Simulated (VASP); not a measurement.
Set up this calculation in VASP 6.6.1, as the native input.

* Task: single point
* Functional: LDA
* Potentials or basis: VASP PAW LDA potentials, release 64 (Ba_sv)
* Cutoff: 520 eV
* k mesh: 12 × 12 × 12
* Occupations: gaussian, width 0.15 eV
* Spin: no spin polarisation
* Dipole correction: no
* Further INCAR settings: ALGO = Normal; EDIFF = 1e-06; NBANDS = 11

The structure of Ba lies in POSCAR:

```
Ba
1.0
    3.9177175405      0.0000000000      0.0000000000
    0.0000000000      3.9177175405      0.0000000000
    0.0000000000      0.0000000000      4.0352490667
Ba
1
Direct
    0.0000000000      0.0000000000      0.0000000000
```

This cell differs from its parent crystal: strain +0.000 along x and y, +0.030 along z.

One way to write it, as run:

INCAR

```
SYSTEM = Ba
PREC = Accurate
ENCUT = 520
EDIFF = 1E-6
ISMEAR = 0
SIGMA = 0.15
LREAL = .False.
LASPH = .True.
NELM = 80
ALGO = Normal
ISIF = 2
LWAVE = .False.
LCHARG = .False.
NBANDS = 11
```

KPOINTS

```
Automatic mesh
0
Gamma
  12 12 12
  0 0 0
```

Potentials or basis: VASP PAW LDA potentials, release 64 (Ba_sv).

The run is started by

```sh
$ cat potpaw_LDA.64/Ba_sv/POTCAR > POTCAR
$ mpirun -np 1 vasp_std > vasp.out
```

Results of the run:

```json
{
 "Pressure": "-1.2 GPa",
 "Band gap on the k mesh": "zero (bands 5 and 6 overlap by 0.20 eV)"
}
```

Caveat: the cell differs from its parent crystal (strain +0.000 along x and y, +0.030 along z); spin-orbit coupling is left out, which moves the levels of the heavy elements.

Run time: 29 s on 1 thread of Intel(R) Xeon(R) 6975P-C (Granite Rapids), with other jobs on the host, peak memory 0.24 GiB.
